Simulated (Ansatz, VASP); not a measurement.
## Two plane-wave programs on SiGe

```
Si Ge
1.0
     3.90438    0.00000    0.00000
    -1.95219    3.38129    0.00000
     0.00000    0.00000    6.45368
Si Ge
2 2
Direct
  0.66667 0.33333 0.87447
  0.33333 0.66667 0.37447
  0.66667 0.33333 0.51215
  0.33333 0.66667 0.01215
```

Change from the starting cell: all Ge atoms moved +0.075 Å, as atom 3 along Cartesian [0 0 1].

Alike in both runs: task single point; functional r2SCAN; k mesh 12 × 12 × 4; occupations gaussian, width 0.05 eV; no spin polarisation.

|  | VASP | Ansatz |
| --- | --- | --- |
| version | VASP 6.6.1 | Ansatz 0.2.0 |
| potentials or method | VASP PAW PBE potentials, release 64 (Si, Ge_d), cutoff 520 eV | scalar-relativistic, plane waves, PAW |
| valence electrons in the cell | 36 | 36 |

Ansatz gave:

| Item | Value |
| --- | --- |
| gap on the k mesh at the Fermi level (eV) | 0.51 |
| least direct gap on the mesh (eV) | 0.73 |
| pressure (GPa) | 0.1 |
| traceless stress, the component that is largest in VASP (GPa) | 3.01 |
| rms of the force components (eV/Å) | 0.608 |

Task: Which values does VASP return?

Result: gap on the k mesh at the Fermi level (eV): 0.51; least direct gap on the mesh (eV): 0.72; pressure (GPa): 0.0; traceless stress, the component that is largest in VASP (GPa): 3.01; rms of the force components (eV/Å): 0.606.

VASP's potentials were made for PBE, not for r2SCAN. Atom by atom the forces differ by 0.002 eV/Å (rms over components).
